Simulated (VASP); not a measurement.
TePb:

```
Pb Te
1.0
     0.00000    3.23100    3.23100
     3.23100    0.00000    3.23100
     3.23100    3.23100    0.00000
Pb Te
1 1
Direct
  0.00000 0.00000 0.00000
  0.50000 0.50000 0.50000
```

* Program: VASP 6.6.1
* Task: relaxation of cell and atoms
* Functional: BLYP
* Dispersion: D4
* Potentials or basis: VASP PAW PBE potentials, release 64 (Pb_d, Te)
* Cutoff: 600 eV
* k mesh: 7 × 7 × 7
* Occupations: fermi-dirac, width 0.05 eV
* Spin: no spin polarisation

At the start: pressure 1.7 GPa; volume 33.73 Å³/atom.

Problem. How do energy, volume and symmetry change on relaxing?

Solution. Over 8 steps the energy falls by 39.2 meV/atom and the volume is 37.12 Å³/atom (+10.0 %); space group Fm-3m (No. 225, to 0.1 Å) before and after.

The path:
| step | energy change (eV) | largest force (eV/Å) | pressure (GPa) | volume (Å³) |
| --- | --- | --- | --- | --- |
| 1 | 0.0000 | 0.0000 | 1.73 | 67.46 |
| 2 | -0.0253 | 0.0000 | 1.82 | 71.07 |
| 3 | 0.0821 | 0.0000 | -3.82 | 82.68 |
| 4 | -0.0784 | 0.0000 | -0.23 | 74.33 |
| 5 | -0.0777 | 0.0000 | 0.80 | 73.95 |
| 6 | -0.0784 | 0.0000 | 0.14 | 74.19 |
| 7 | -0.0784 | 0.0000 | 0.05 | 74.22 |
| 8 | -0.0784 | 0.0000 | 0.01 | 74.24 |

Final structure:
```
Pb Te
1.0
     0.00000    3.33577    3.33577
     3.33577    0.00000    3.33577
     3.33577    3.33577    0.00000
Pb Te
1 1
Cartesian
  0.0000 0.0000 0.0000
  3.3358 3.3358 3.3358
```

Caveat: the PAW data sets were made with another functional, which shifts forces and pressure a little.
